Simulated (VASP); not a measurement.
# Al8H in VASP: further runs, part 2 of 2

VASP 6.6.1. Earlier steps stand in the parts before.

## (3) Single point, PBE

Input file INCAR:

```
  ALGO = Normal
  DIPOL = 0.5 0.5 0.292
  EDIFF = 1E-6
  ENCUT = 520
  GGA = PE
  IDIPOL = 3
  ISIF = 2
  ISMEAR = 0
  LASPH = True
  LCHARG = False
  LDIPOL = True
  LREAL = Auto
  LWAVE = False
  NBANDS = 40
  NELM = 80
  PREC = Accurate
  SIGMA = 0.1
```

Input file KPOINTS:

```
k-points
0
Gamma
  5 4 1
```

Input file POSCAR:

```
Al8H
1.0
    5.7135165837      0.0000000000      0.0000000000
    0.0000000000      8.0801326415      0.0000000000
    0.0000000000      0.0000000000     22.2432786975
Al H
16 2
Direct
    0.2500000000      0.2500000000      0.1798296040
    0.2500000000      0.7500000000      0.1798296040
    0.7500000000      0.2500000000      0.1798296040
    0.7500000000      0.7500000000      0.1798296040
    0.0000000000      0.0000000000      0.2440458181
    0.0000000000      0.5000000000      0.2440458181
    0.5000000000      0.0000000000      0.2440458181
    0.5000000000      0.5000000000      0.2440458181
    0.2500000000      0.2500000000      0.3102598702
    0.2500000000      0.7500000000      0.3102598702
    0.7500000000      0.2500000000      0.3102598702
    0.7500000000      0.7500000000      0.3102598702
    0.0000000000      0.0000000000      0.3705963860
    0.0000000000      0.5000000000      0.3705963860
    0.5000000000      0.0000000000      0.3705963860
    0.5000000000      0.5000000000      0.3705963860
    0.7500000000     -0.0568678783      0.4195999531
    0.7500000000      0.0568678783      0.4195999531
```

Potentials or basis: VASP PAW PBE potentials, release 64 (Al, H).

Run with:

```sh
cat potpaw_PBE.64/Al/POTCAR potpaw_PBE.64/H/POTCAR > POTCAR
mpirun -np 1 vasp_std > vasp.out
```

OUTCAR:

```text
EDIFF = 1E-6
   ENCUT = 520
   GGA = PE
   ISIF = 2
   ISMEAR = 0
   LASPH = True
   LREAL = Auto
   NELM = 80
   PREC = Accurate

 ion  position               nearest neighbor table
   1  0.250  0.250  0.180-   3 2.86   3 2.86   6 2.86   7 2.86   8 2.86   5 2.86   9 2.90
   2  0.250  0.750  0.180-   4 2.86   4 2.86   6 2.86   7 2.86   8 2.86   5 2.86  10 2.90
   3  0.750  0.250  0.180-   1 2.86   1 2.86   6 2.86   7 2.86   8 2.86   5 2.86  11 2.90
   4  0.750  0.750  0.180-   2 2.86   2 2.86   6 2.86   7 2.86   8 2.86   5 2.86  12 2.90
   5  0.000  0.000  0.244-  13 2.81   7 2.86   7 2.86   4 2.86   1 2.86   2 2.86   3 2.86  11 2.88
                            12 2.88   9 2.88  10 2.88
   6  0.000  0.500  0.244-  14 2.81   8 2.86   8 2.86   4 2.86   1 2.86   2 2.86   3 2.86  11 2.88
                            12 2.88   9 2.88  10 2.88
   7  0.500  0.000  0.244-  15 2.81   5 2.86   5 2.86   4 2.86   1 2.86   2 2.86   3 2.86  11 2.88
                            12 2.88   9 2.88  10 2.88
   8  0.500  0.500  0.244-  16 2.81   6 2.86   6 2.86   4 2.86   1 2.86   2 2.86   3 2.86  11 2.88
                            12 2.88   9 2.88  10 2.88
   9  0.250  0.250  0.310-  13 2.81  14 2.81  15 2.81  16 2.81  11 2.86  11 2.86   7 2.88   8 2.88
                             5 2.88   6 2.88   1 2.90
  10  0.250  0.750  0.310-  13 2.81  14 2.81  15 2.81  16 2.81  12 2.86  12 2.86   7 2.88   8 2.88
                             5 2.88   6 2.88   2 2.90
  11  0.750  0.250  0.310-  13 2.81  14 2.81  15 2.81  16 2.81   9 2.86   9 2.86   7 2.88   8 2.88
                             5 2.88   6 2.88   3 2.90
  12  0.750  0.750  0.310-  13 2.81  14 2.81  15 2.81  16 2.81  10 2.86  10 2.86   7 2.88   8 2.88
                             5 2.88   6 2.88   4 2.90
  13  0.000  0.000  0.371-  17 1.85  18 1.85  11 2.81  12 2.81   9 2.81  10 2.81   5 2.81  15 2.86
                            15 2.86
  14  0.000  0.500  0.371-   9 2.81  10 2.81  11 2.81  12 2.81   6 2.81  16 2.86  16 2.86
  15  0.500  0.000  0.371-  17 1.85  18 1.85  11 2.81  12 2.81   9 2.81  10 2.81   7 2.81  13 2.86
                            13 2.86
  16  0.500  0.500  0.371-   9 2.81  10 2.81  11 2.81  12 2.81   8 2.81  14 2.86  14 2.86
  17  0.750  0.943  0.420-  13 1.85  15 1.85
  18  0.750  0.057  0.420-  13 1.85  15 1.85

  LATTYP: Found a simple orthorhombic cell.
 ALAT       =     5.7135165837
 B/A-ratio  =     1.4142135624
 C/A-ratio  =     3.8930977747

  Lattice vectors:
[... 190 lines left out ...]

 dipolmoment           0.000000      0.000000     -0.031721 electrons x Angstroem

 Free energy of the ion-electron system (eV)
  ---------------------------------------------------
  ext. energy  EPLUGINS =         0.00000000
  ---------------------------------------------------
  free energy    TOTEN  =       -59.45552057 eV

  energy without entropy =      -59.42588638  energy(sigma->0) =      -59.44070347

 E-fermi :  -0.7854     XC(G=0):  -3.6059

 val. band max:       -0.8219361897   @ k =   0.0000   0.2500   0.0000
 cond. band min:      -0.7139953261   @ k =   0.2000   0.5000   0.0000
 fundamental gap:      0.1079408636
 Fermi energy:        -0.7853600442

 k-point     1 :       0.0000    0.0000    0.0000
  band No.  band energies     occupation
      1     -11.8133      2.00000
      2     -10.7487      2.00000
      3      -8.7669      2.00000
      4      -8.7656      2.00000
      5      -8.2297      2.00000
      6      -6.6156      2.00000
[... 349 lines left out ...]
     36       1.7851      0.00000
     37       2.0402      0.00000
 [bands above 37 left out]

------------------------ aborting loop because EDIFF is reached ----------------------------------------

 vacuum level on the upper side and lower side of the slab       (xc-potential included)        -0.091         0.046

  FORCE on cell =-STRESS in cart. coord.  units (eV):
  Direction    XX          YY          ZZ          XY          YZ          ZX
  --------------------------------------------------------------------------------------
  -------------------------------------------------------------------------------------
  Total       -6.1734842     -3.1230675     -0.7552226      0.0000000      0.0000000      0.0000000
  in kB       -9.6320813     -4.8727167     -1.1783241      0.0000000      0.0000000      0.0000000
  external PRESSURE =      -5.2277074 kB  Pullay stress =       0.0000000 kB

 VOLUME and BASIS-vectors are now :
 -----------------------------------------------------------------------------
  energy-cutoff  :      520.00
  volume of cell :     1026.88
      direct lattice vectors                 reciprocal lattice vectors
     5.713516584  0.000000000  0.000000000     0.175023558  0.000000000  0.000000000
     0.000000000  8.080132642  0.000000000     0.000000000  0.123760345  0.000000000
     0.000000000  0.000000000 22.243278697     0.000000000  0.000000000  0.044957401

 POSITION                                       TOTAL-FORCE (eV/Angst)
 -----------------------------------------------------------------------------------
      1.42838      2.02003      4.00000        -0.000000      0.016123      0.265702
      1.42838      6.06010      4.00000        -0.000000     -0.016123      0.265702
      4.28514      2.02003      4.00000        -0.000000     -0.057798      0.270480
      4.28514      6.06010      4.00000        -0.000000      0.057798      0.270480
      0.00000      0.00000      5.42838         0.271532      0.000000     -0.291327
      0.00000      4.04007      5.42838         0.138969      0.000000     -0.235058
[... 10 lines left out ...]
      4.28514      7.62063      9.33328        -0.000000     -0.429379      0.578645
      4.28514      0.45950      9.33328        -0.000000      0.429379      0.578645
 -----------------------------------------------------------------------------------
    total drift:                               -0.000000     -0.000000     -0.013414

  FREE ENERGIE OF THE ION-ELECTRON SYSTEM (eV)
  ---------------------------------------------------
  free  energy   TOTEN  =       -59.4555205704 eV

  energy  without entropy=      -59.4258863789  energy(sigma->0) =      -59.44070347

 vacuum level on the upper side and lower side of the slab         3.099         3.224
```

OSZICAR:

```text
N       E                     dE             d eps       ncg     rms          rms(c)
DAV:   1     0.190531285985E+03    0.19053E+03   -0.14184E+04   720   0.854E+02
DAV:   2    -0.473602425907E+02   -0.23789E+03   -0.22560E+03  1008   0.152E+02
DAV:   3    -0.622366880450E+02   -0.14876E+02   -0.14379E+02   928   0.379E+01
DAV:   4    -0.627851120170E+02   -0.54842E+00   -0.54671E+00  1080   0.828E+00
[... 16 lines left out ...]
DAV:  21    -0.594554994851E+02   -0.13302E-04   -0.73839E-07   720   0.196E-03    0.567E-04
DAV:  22    -0.594555153865E+02   -0.15901E-04   -0.93644E-07   712   0.181E-03    0.378E-04
DAV:  23    -0.594555181254E+02   -0.27389E-05   -0.77719E-08   632   0.942E-04    0.200E-04
DAV:  24    -0.594555203464E+02   -0.22210E-05   -0.11713E-07   608   0.804E-04    0.945E-05
DAV:  25    -0.594555205704E+02   -0.22398E-06   -0.29925E-08   576   0.513E-04
   1 F= -.59455521E+02 E0= -.59440703E+02  d E =-.296342E-01
```

Run time: 8.4 min. Hardware: 1 thread of Intel Xeon Platinum 8488C (Sapphire Rapids), shared host; peak memory 0.9 GiB.

What came out:

* Free energy: -59.4555 eV
* Largest force: 1.533 eV/Å
* Band gap on the k mesh: zero (bands 25 and 26 overlap by 0.68 eV)

Forces in eV/Å, atoms in the order of the input:
```
Al   0.000  0.016  0.266
Al   0.000 -0.016  0.266
Al   0.000 -0.058  0.270
Al   0.000  0.058  0.270
Al   0.272  0.000 -0.291
Al   0.139  0.000 -0.235
Al  -0.272  0.000 -0.291
Al  -0.139  0.000 -0.235
Al   0.000  0.047 -0.119
Al   0.000 -0.047 -0.119
Al   0.000 -0.139  0.263
Al   0.000  0.139  0.263
Al   1.347  0.000 -0.734
Al  -0.038  0.000  0.001
Al  -1.347  0.000 -0.734
Al   0.038  0.000  0.001
H    0.000 -0.429  0.579
H    0.000  0.429  0.579
```

Levels at points of the mesh, in eV from the Fermi level:
| k point | band 21 | band 22 | band 23 | band 24 | band 25 | band 26 | band 27 | band 28 | band 29 | band 30 |
| --- | --- | --- | --- | --- | --- | --- | --- | --- | --- | --- |
| (0.00, 0.00, 0.00) | -1.60 | -0.99 | -0.91 | -0.68 | -0.54 | -0.34 | -0.04 | 0.17 | 0.75 | 1.29 |
| (0.00, 0.50, 0.00) | -0.95 | -0.94 | -0.94 | -0.87 | -0.42 | -0.24 | 0.22 | 0.24 | 0.25 | 0.87 |

## (4) Single point, PBE

Input file INCAR:

```
SYSTEM = Al8H
ALGO     = Normal         ! electronic algorithm
DIPOL    = 0.5 0.5 0.295
EDIFF    = 1E-6           ! SCF threshold, eV
ENCUT    = 520            ! plane-wave cutoff, eV
GGA      = PE             ! functional
IDIPOL   = 3            
ISIF     = 2              ! what is computed and relaxed
ISMEAR   = 0              ! smearing method
LASPH    = .True.         ! aspherical terms in the spheres
LCHARG   = .False.        ! write CHGCAR
LDIPOL   = .True.       
LREAL    = Auto         
LWAVE    = .False.        ! write WAVECAR
NBANDS   = 40             ! bands
NELM     = 60             ! most SCF steps
PREC     = Accurate       ! precision mode
SIGMA    = 0.1            ! smearing width, eV
```

Input file KPOINTS:

```
k-points
0
Gamma
  5 4 1
  0 0 0
```

POSCAR: that of step 3 with these lines changed.

```diff
@@ -24,3 +24,3 @@
     0.5000000000      0.5000000000      0.3705963860
-    0.7500000000     -0.0568678783      0.4195999531
-    0.7500000000      0.0568678783      0.4195999531
+    0.7500000000     -0.0568678783      0.4483726897
+    0.7500000000      0.0568678783      0.4483726897
```

Potentials or basis: VASP PAW PBE potentials, release 64 (Al, H).

Run with:

```sh
cat potpaw_PBE.64/Al/POTCAR potpaw_PBE.64/H/POTCAR > POTCAR
mpirun -np 1 vasp_std > vasp.out
```

OUTCAR:

```text
SYSTEM = Al8H
   EDIFF = 1E-6
   ENCUT = 520
   GGA = PE
   ISIF = 2
   ISMEAR = 0
   LASPH = .True.
   LREAL = Auto
   NELM = 60
   PREC = Accurate

 ion  position               nearest neighbor table
   1  0.250  0.250  0.180-   3 2.86   3 2.86   6 2.86   7 2.86   8 2.86   5 2.86   9 2.90
   2  0.250  0.750  0.180-   4 2.86   4 2.86   6 2.86   7 2.86   8 2.86   5 2.86  10 2.90
   3  0.750  0.250  0.180-   1 2.86   1 2.86   6 2.86   7 2.86   8 2.86   5 2.86  11 2.90
   4  0.750  0.750  0.180-   2 2.86   2 2.86   6 2.86   7 2.86   8 2.86   5 2.86  12 2.90
   5  0.000  0.000  0.244-  13 2.81   7 2.86   7 2.86   4 2.86   1 2.86   2 2.86   3 2.86  11 2.88
                            12 2.88   9 2.88  10 2.88
[... 605 lines left out ...]

 VOLUME and BASIS-vectors are now :
 -----------------------------------------------------------------------------
  energy-cutoff  :      520.00
  volume of cell :     1026.88
      direct lattice vectors                 reciprocal lattice vectors
     5.713516584  0.000000000  0.000000000     0.175023558  0.000000000  0.000000000
     0.000000000  8.080132642  0.000000000     0.000000000  0.123760345  0.000000000
     0.000000000  0.000000000 22.243278697     0.000000000  0.000000000  0.044957401

 POSITION                                       TOTAL-FORCE (eV/Angst)
 -----------------------------------------------------------------------------------
      1.42838      2.02003      4.00000         0.000000      0.041511      0.111676
      1.42838      6.06010      4.00000         0.000000     -0.041511      0.111676
      4.28514      2.02003      4.00000         0.000000     -0.034954      0.200233
      4.28514      6.06010      4.00000         0.000000      0.034954      0.200233
      0.00000      0.00000      5.42838         0.166887      0.000000     -0.265533
      0.00000      4.04007      5.42838         0.089899      0.000000     -0.186703
[... 10 lines left out ...]
      4.28514      7.62063      9.97328         0.000000      2.793354      0.630494
      4.28514      0.45950      9.97328         0.000000     -2.793354      0.630494
 -----------------------------------------------------------------------------------
    total drift:                               -0.000000     -0.000000     -0.013665

  FREE ENERGIE OF THE ION-ELECTRON SYSTEM (eV)
  ---------------------------------------------------
  free  energy   TOTEN  =       -60.2101045611 eV

  energy  without entropy=      -60.1727532578  energy(sigma->0) =      -60.19142891

 vacuum level on the upper side and lower side of the slab         2.968         3.351
```

OSZICAR:

```text
N       E                     dE             d eps       ncg     rms          rms(c)
DAV:   1     0.186033021766E+03    0.18603E+03   -0.14148E+04   720   0.854E+02
DAV:   2    -0.486235330782E+02   -0.23466E+03   -0.22266E+03  1032   0.150E+02
DAV:   3    -0.630471978692E+02   -0.14424E+02   -0.13937E+02   904   0.373E+01
DAV:   4    -0.636049622208E+02   -0.55776E+00   -0.55654E+00  1184   0.837E+00
[... 16 lines left out ...]
DAV:  21    -0.602100895935E+02   -0.14224E-04   -0.67984E-07   720   0.179E-03    0.405E-04
DAV:  22    -0.602100988033E+02   -0.92098E-05   -0.33631E-07   664   0.131E-03    0.277E-04
DAV:  23    -0.602101033761E+02   -0.45728E-05   -0.20634E-07   648   0.104E-03    0.140E-04
DAV:  24    -0.602101043768E+02   -0.10008E-05   -0.66921E-08   600   0.708E-04    0.115E-04
DAV:  25    -0.602101045611E+02   -0.18425E-06   -0.19693E-08   568   0.493E-04
   1 F= -.60210105E+02 E0= -.60191429E+02  d E =-.373513E-01
```

stdout:

```text
POSCAR found type information on POSCAR AlH
 POSCAR found :  2 types and      18 ions
 scaLAPACK will be used
 LDA part: xc-table for (Slater+PW92), standard interpolation
 POSCAR, INCAR and KPOINTS ok, starting setup
 FFT: planning ... GRIDC
 FFT: planning ... GRID_SOFT
 FFT: planning ... GRID
 WAVECAR not read
 entering main loop
```

It took 8.5 min on 1 thread of Intel Xeon Platinum 8488C (Sapphire Rapids), shared host; peak memory 0.9 GiB.

What came out:

* Free energy: -60.2101 eV
* Largest force: 2.864 eV/Å
* Band gap on the k mesh: zero (bands 25 and 26 overlap by 0.69 eV)

Forces on the atoms (eV/Å):
```
Al   0.000  0.042  0.112
Al   0.000 -0.042  0.112
Al   0.000 -0.035  0.200
Al   0.000  0.035  0.200
Al   0.167  0.000 -0.266
Al   0.090  0.000 -0.187
Al  -0.167  0.000 -0.266
Al  -0.090  0.000 -0.187
Al   0.000 -0.033 -0.143
Al   0.000  0.033 -0.143
Al   0.000 -0.185  0.164
Al   0.000  0.185  0.164
Al   0.591  0.000 -0.530
Al   0.017  0.000  0.018
Al  -0.591  0.000 -0.530
Al  -0.017  0.000  0.018
H    0.000  2.793  0.630
H    0.000 -2.793  0.630
```

## (5) Single point, PBE

Input file INCAR:

```
PREC = Accurate
ENCUT = 520
EDIFF = 1E-6
ISMEAR = 0
SIGMA = 0.1
LREAL = Auto
LASPH = True
NELM = 100
ALGO = Normal
ISIF = 2
LWAVE = False
LCHARG = False
LDIPOL = True
IDIPOL = 3
DIPOL = 0.5 0.5 0.300
GGA = PE
NBANDS = 40
```

Input file KPOINTS:

```
Automatic mesh
0
Gamma
  5 4 1
```

POSCAR: that of step 4 with these lines changed.

```diff
@@ -24,3 +24,3 @@
     0.5000000000      0.5000000000      0.3705963860
-    0.7500000000     -0.0568678783      0.4483726897
-    0.7500000000      0.0568678783      0.4483726897
+    0.7500000000     -0.0568678783      0.4874856286
+    0.7500000000      0.0568678783      0.4874856286
```

Run with:

```sh
cat potpaw_PBE.64/Al/POTCAR potpaw_PBE.64/H/POTCAR > POTCAR
mpirun -np 1 vasp_std > vasp.out
```

It took 8.3 min on 1 thread of Intel Xeon Platinum 8488C (Sapphire Rapids), shared host; peak memory 0.9 GiB.

Results (log left out):

* Free energy: -60.9455 eV
* Largest force: 3.503 eV/Å
* Band gap on the k mesh: zero (bands 25 and 26 overlap by 0.49 eV)

Forces on the atoms (eV/Å):
```
Al   0.000  0.019  0.179
Al   0.000 -0.019  0.179
Al   0.000 -0.002  0.210
Al   0.000  0.002  0.210
Al   0.026  0.000 -0.210
Al   0.020  0.000 -0.205
Al  -0.026  0.000 -0.210
Al  -0.020  0.000 -0.205
Al   0.000 -0.013 -0.048
Al   0.000  0.013 -0.048
Al   0.000 -0.039  0.025
Al   0.000  0.039  0.025
Al   0.098  0.000 -0.164
Al   0.008  0.000  0.007
Al  -0.098  0.000 -0.164
Al  -0.008  0.000  0.007
H    0.000  3.497  0.207
H    0.000 -3.497  0.207
```

Levels at points of the mesh, in eV from the Fermi level:
| k point | band 23 | band 24 | band 25 | band 26 | band 27 | band 28 |
| --- | --- | --- | --- | --- | --- | --- |
| (0.00, 0.00, 0.00) | -0.82 | -0.76 | -0.54 | -0.16 | -0.14 | 0.21 |
| (0.00, 0.50, 0.00) | -0.94 | -0.87 | -0.87 | 0.20 | 0.24 | 0.25 |

## (6) Overview

```csv
cell,gap on the mesh (eV),largest force (eV/Å)
"as given, atomic positions A",none,4.68
"as given, atomic positions B",none,1.53
"as given, atomic positions C",none,2.86
"as given, atomic positions D",none,3.50
```

Alike in all rows: task single point; level PBE; potentials or basis VASP PAW PBE potentials, release 64 (Al, H); no spin polarisation; k mesh 5 × 4 × 1; cutoff (eV) 520; smearing gaussian 0.1 eV.

Absolute energies hang on the potentials; compare differences alone.

The gap in the log of VASP goes by the Fermi energy; the results here count the filled bands.